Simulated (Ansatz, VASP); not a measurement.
**Two plane-wave programs on Si2W**

```
Si W
1.0
     4.54286    0.00000    0.00000
    -2.27143    3.93423    0.00000
     0.00000    0.00000    6.85790
Si W
6 3
Cartesian
  2.2714 2.7942 3.4289
  -1.2841 3.3642 5.7149
  1.2841 3.3642 1.1430
  0.0000 1.1401 3.4289
  3.5555 0.5700 5.7149
  0.9873 0.5700 1.1430
  -1.1357 1.9671 1.1430
  1.1357 1.9671 5.7149
  2.2714 0.0000 3.4289
```

Alike in both runs: task single point; functional PBE; k mesh 9 × 9 × 6; occupations gaussian, width 0.03 eV; no spin polarisation.

|  | VASP | Ansatz |
| --- | --- | --- |
| version | VASP 6.6.1 | Ansatz 0.2.0 |
| potentials or method | VASP PAW PBE potentials, release 64 (Si, W_sv), cutoff 520 eV | scalar-relativistic, plane waves, PAW |
| valence electrons in the cell | 66 | 66 |

Ansatz gave:

```
gap on the k mesh at the Fermi level (eV)                     : none
pressure (GPa)                                                : 4.1
traceless stress, the component that is largest in VASP (GPa) : -11.74
rms of the force components (eV/Å)                            : 1.610
```

**Question.** Estimate VASP's values.

**Answer.** gap on the k mesh at the Fermi level (eV): none; pressure (GPa): 4.1; traceless stress, the component that is largest in VASP (GPa): -11.75; rms of the force components (eV/Å): 1.604.

Atom by atom the forces differ by 0.006 eV/Å (rms over components). A gap of «none» marks a metal or a gap that the smearing closes. The functional is the same, so the differences come from potentials, cutoffs and numerics.

Spin-orbit coupling is off throughout.
